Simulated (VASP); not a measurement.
# Sb (P-1) in VASP: further runs

The runs below take Sb through electric field gradients, with LDA.

Program: VASP 6.6.1. These are calculated values, not measurements. Logs are shortened: lines on timing, memory, paths and dates and some standing lists are left out, and cuts for length are marked.

## 1. The cell of the first run

The typed cell holds 2 atoms: a = 3.369 Å, b = 3.384 Å, c = 5.330 Å, α = 90.21°, β = 90.57°, γ = 120.43°.

## 2. Electric field gradients, LDA (equal xy, yz and zx shear strains of -1 %)

Contents of INCAR:

```
SYSTEM = Sb
PREC = Accurate
ENCUT = 520
EDIFF = 1E-8
ISMEAR = -1
SIGMA = 0.03
LREAL = .FALSE.
LASPH = .TRUE.
NELM = 60
ALGO = Normal
ISIF = 2
LWAVE = .FALSE.
LCHARG = .FALSE.
LEFG = .TRUE.
NBANDS = 12
```

Contents of KPOINTS:

```
regular mesh
0
G
  12 12 7
  0 0 0
```

Contents of POSCAR:

```
Sb
1.0
    3.3690001795     -0.0168450009     -0.0168450009
   -1.6990882885      2.9260622412     -0.0061656983
   -0.0266500000     -0.0266500000      5.3300000000
Sb
2
Direct
    0.3333333333      0.6666666667      0.2500000000
    0.6666666667      0.3333333333      0.7500000000
```

Potentials or basis: VASP PAW LDA potentials, release 64 (Sb).

The run is started by

```
cat potpaw_LDA.64/Sb/POTCAR > POTCAR
mpirun -np 1 vasp_std > vasp.out
```

OUTCAR:

```text
SYSTEM = Sb
   PREC = Accurate
   ENCUT = 520
   EDIFF = 1E-8
   ISMEAR = -1
   LREAL = .FALSE.
   LASPH = .TRUE.
   NELM = 60
   ISIF = 2

 ion  position               nearest neighbor table
   1  0.333  0.667  0.250-   2 3.27   2 3.28   2 3.30   2 3.31   2 3.32   2 3.32
   2  0.667  0.333  0.750-   1 3.27   1 3.28   1 3.30   1 3.31   1 3.32   1 3.32

  LATTYP: Found a triclinic cell.
 ALAT       =     3.3545014782
 B/A-ratio  =     1.0043472705
 C/A-ratio  =     1.5889494409
 COS(alpha) =     0.0099745013
 COS(beta)  =     0.0136846555
 COS(gamma) =     0.4934979113

  Lattice vectors:

 A1 = (   1.6699118910,   2.9092172403,  -0.0230106992)
 A2 = (   3.3690001795,  -0.0168450009,  -0.0168450009)
 A3 = (   0.0266500000,   0.0266500000,  -5.3300000000)

Analysis of symmetry for initial positions (statically):
=====================================================================
 Subroutine PRICEL returns:
 Original cell was already a primitive cell.

 Routine SETGRP: Setting up the symmetry group for a
 triclinic supercell.

 Subroutine GETGRP returns: Found  2 space group operations
 (whereof  2 operations were pure point group operations)
 out of a pool of  2 trial point group operations.

The static configuration has the point symmetry S_2 .

Analysis of symmetry for dynamics (positions and initial velocities):
=====================================================================
 Subroutine PRICEL returns:
 Original cell was already a primitive cell.

 Routine SETGRP: Setting up the symmetry group for a
 triclinic supercell.

 Subroutine GETGRP returns: Found  2 space group operations
 (whereof  2 operations were pure point group operations)
 out of a pool of  2 trial point group operations.

The dynamic configuration has the point symmetry S_2 .

 Subroutine INISYM returns: Found  2 space group operations
 (whereof  2 operations are pure point group operations),
 and found     1 'primitive' translations

----------------------------------------------------------------------------------------

                                     Primitive cell

  volume of cell :      52.3874

  direct lattice vectors                    reciprocal lattice vectors
[... 135 lines left out ...]
 E-fermi :   8.8111     XC(G=0): -10.4893

 val. band max:        8.7932595181   @ k =   0.4167   0.2500  -0.0000
 cond. band min:       8.8135769944   @ k =  -0.4167   0.0833   0.4286
 fundamental gap:      0.0203174763
 Fermi energy:         8.8110843123

 k-point     1 :       0.0000    0.0000    0.0000
  band No.  band energies     occupation
      1      -4.3881      2.00000
      2      -0.1942      2.00000
      3       2.8625      2.00000
      4      11.9908      0.00000
      5      12.1120      0.00000
      6      13.7642      0.00000
      7      13.8959      0.00000
      8      14.7451      0.00000
      9      16.1702      0.00000
     10      17.6011      0.00000
     11      18.4224      0.00000
     12      18.5957      0.00000
[... 331 lines left out ...]
 k-point    24 :       0.3333    0.1667   -0.0000
  band No.  band energies     occupation
      1      -1.1460      2.00000
      2       1.1791      2.00000
      3       4.6580      2.00000
      4       6.1455      2.00000
      5       6.2407      2.00000
      6       7.7234      2.00000
      7       9.4076      0.00000
      8      10.3327      0.00000
      9      13.8878      0.00000
     10      15.9574      0.00000
     11      19.7909      0.00000
     12      20.0810      0.00000

 [... further k-points ...]

------------------------ aborting loop because EDIFF is reached ----------------------------------------

  FORCE on cell =-STRESS in cart. coord.  units (eV):
  Direction    XX          YY          ZZ          XY          YZ          ZX
  --------------------------------------------------------------------------------------
  -------------------------------------------------------------------------------------
  Total       -0.2486181     -0.2608174     -0.7277636     -0.0497146      0.0096372      0.0061865
  in kB       -7.6035458     -7.9766379    -22.2573626     -1.5204319      0.2947352      0.1892016
  external PRESSURE =     -12.6125154 kB  Pullay stress =       0.0000000 kB

 VOLUME and BASIS-vectors are now :
 -----------------------------------------------------------------------------
  energy-cutoff  :      520.00
  volume of cell :       52.39
      direct lattice vectors                 reciprocal lattice vectors
     3.369000179 -0.016845001 -0.016845001     0.297700090  0.172871662  0.002352859
    -1.699088289  2.926062241 -0.006165698     0.001722412  0.342760019  0.001722412
    -0.026650000 -0.026650000  5.330000000     0.000942848  0.000942848  0.187626689

 POSITION                                       TOTAL-FORCE (eV/Angst)
 -----------------------------------------------------------------------------------
     -0.01639      1.93843      1.32277         0.016739     -0.001023     -0.000427
      1.65965      0.94414      3.98421        -0.016739      0.001023      0.000427
 -----------------------------------------------------------------------------------
    total drift:                                0.000000     -0.000000     -0.000000

  FREE ENERGIE OF THE ION-ELECTRON SYSTEM (eV)
  ---------------------------------------------------
  free  energy   TOTEN  =        -9.1476292025 eV

  energy  without entropy=       -9.1440521617  energy(sigma->0) =       -9.14584068

 Electric field gradients (V/A^2)
---------------------------------------------------------------------
 ion       V_xx      V_yy      V_zz      V_xy      V_xz      V_yz
---------------------------------------------------------------------
   1     -12.021   -12.267    24.288     4.116     1.972     1.858
   2     -12.021   -12.267    24.288     4.116     1.972     1.858
---------------------------------------------------------------------

 Electric field gradients after diagonalization (V/A^2)
 (convention: |V_zz| > |V_xx| > |V_yy|)
----------------------------------------------------------------------
 ion       V_xx      V_yy      V_zz     asymmetry (V_yy - V_xx)/ V_zz
----------------------------------------------------------------------
   1     -16.261    -8.252    24.513       0.327
   2     -16.261    -8.252    24.513       0.327
----------------------------------------------------------------------

           NMR quadrupolar parameters

 Cq : quadrupolar parameter    Cq=e*Q*V_zz/h
 eta: asymmetry parameters     (V_yy - V_xx)/ V_zz
 Q  : nuclear electric quadrupole moment in mb (millibarn)
----------------------------------------------------------------------
 ion       Cq(MHz)       eta       Q (mb)
----------------------------------------------------------------------
   1       0.059       0.327       1.000
   2       0.059       0.327       1.000
----------------------------------------------------------------------
```

OSZICAR:

```text
N       E                     dE             d eps       ncg     rms          rms(c)
DAV:   1     0.351740567521E+02    0.35174E+02   -0.35936E+03 12144   0.665E+02
DAV:   2    -0.730165391500E+01   -0.42476E+02   -0.41247E+02 16504   0.110E+02
DAV:   3    -0.914741258135E+01   -0.18458E+01   -0.18225E+01 15072   0.258E+01
DAV:   4    -0.916174133446E+01   -0.14329E-01   -0.14327E-01 13636   0.278E+00
DAV:   5    -0.916189955003E+01   -0.15822E-03   -0.15821E-03 14552   0.318E-01    0.266E+00
DAV:   6    -0.915262653239E+01    0.92730E-02   -0.35424E-03 13444   0.266E-01    0.152E+00
DAV:   7    -0.914765187774E+01    0.49747E-02   -0.64421E-03 12636   0.359E-01    0.289E-02
DAV:   8    -0.914763009262E+01    0.21785E-04   -0.77585E-05 14792   0.623E-02    0.155E-02
DAV:   9    -0.914762973756E+01    0.35506E-06   -0.16140E-06 13404   0.936E-03    0.391E-03
DAV:  10    -0.914762921844E+01    0.51912E-06   -0.50327E-07 13596   0.349E-03    0.326E-03
DAV:  11    -0.914762920254E+01    0.15899E-07   -0.11186E-08 10784   0.725E-04    0.165E-04
DAV:  12    -0.914762920251E+01    0.27910E-10   -0.14331E-09  7700   0.282E-04
   1 F= -.91476292E+01 E0= -.91458407E+01  d E =-.357704E-02
```

stdout:

```text
POSCAR found type information on POSCAR Sb
 POSCAR found :  1 types and       2 ions
 scaLAPACK will be used
 LDA part: xc-table for (Slater(with rela. corr.)+CA(PZ))
 , standard interpolation
 POSCAR, INCAR and KPOINTS ok, starting setup
 FFT: planning ... GRIDC
 FFT: planning ... GRID_SOFT
 FFT: planning ... GRID
 WAVECAR not read
 entering main loop
ion   1
     0.0000576    -0.0017863     0.0067703    -0.0153825     0.0062224    -0.0006005
     0.0000793    -0.0017863     0.0067703    -0.0153825     0.0062224    -0.0006005
     0.0001092    -0.0017863     0.0067703    -0.0153825     0.0062224    -0.0006005
     0.0001504    -0.0017863     0.0067703    -0.0153825     0.0062224    -0.0006005

     0.0000576    -3.7575847    -1.6856560   -19.1789985    -1.7904263    -0.1126708
     0.0000793    -3.7571739    -1.6854679   -19.1770065    -1.7902271    -0.1126567
     0.0001092    -3.7565228    -1.6851699   -19.1738526    -1.7899114    -0.1126342
     0.0001504    -3.7554954    -1.6846994   -19.1688807    -1.7894129    -0.1125985

ion   2
     0.0000576    -0.0017863     0.0067703    -0.0153825     0.0062224    -0.0006005
     0.0000793    -0.0017863     0.0067703    -0.0153825     0.0062224    -0.0006005
     0.0001092    -0.0017863     0.0067703    -0.0153825     0.0062224    -0.0006005
     0.0001504    -0.0017863     0.0067703    -0.0153825     0.0062224    -0.0006005

     0.0000576    -3.7575847    -1.6856560   -19.1789985    -1.7904263    -0.1126708
     0.0000793    -3.7571739    -1.6854679   -19.1770065    -1.7902271    -0.1126567
     0.0001092    -3.7565228    -1.6851699   -19.1738526    -1.7899114    -0.1126342
     0.0001504    -3.7554954    -1.6846994   -19.1688807    -1.7894129    -0.1125985
```

Run time: 4.3 min. Hardware: 1 thread of Oxide Virtual Turin-like, shared host; peak memory 0.33 GiB.

What came out:

| Item | Value |
| --- | --- |
| Free energy | -9.1476 eV |
| Pressure | -1.3 GPa |
| Largest force | 0.017 eV/Å |
| Band gap on the k mesh | zero (bands 5 and 6 overlap by 6.80 eV) |
| Largest electric field gradient by atom | Sb +24.5 V/Å² |

Forces on the atoms (eV/Å):
```
Sb   0.017 -0.001  0.000
Sb  -0.017  0.001  0.000
```

Electric field gradients, principal values (V/Å²):
```csv
atom,least,middle,greatest (by size)
1 Sb,-8.252,-16.261,24.513
2 Sb,-8.252,-16.261,24.513
```

Caveat: the cell differs from its parent crystal (equal xy, yz and zx shear strains of -1 %); without QUAD_EFG the Cq values of the log hold for a quadrupole moment of 1 mb, not for the nuclei; spin-orbit coupling is left out, which moves the levels of the heavy elements.

(Continued in part 2 of 2.)

The gap in the log of VASP goes by the Fermi energy; the results here count the filled bands.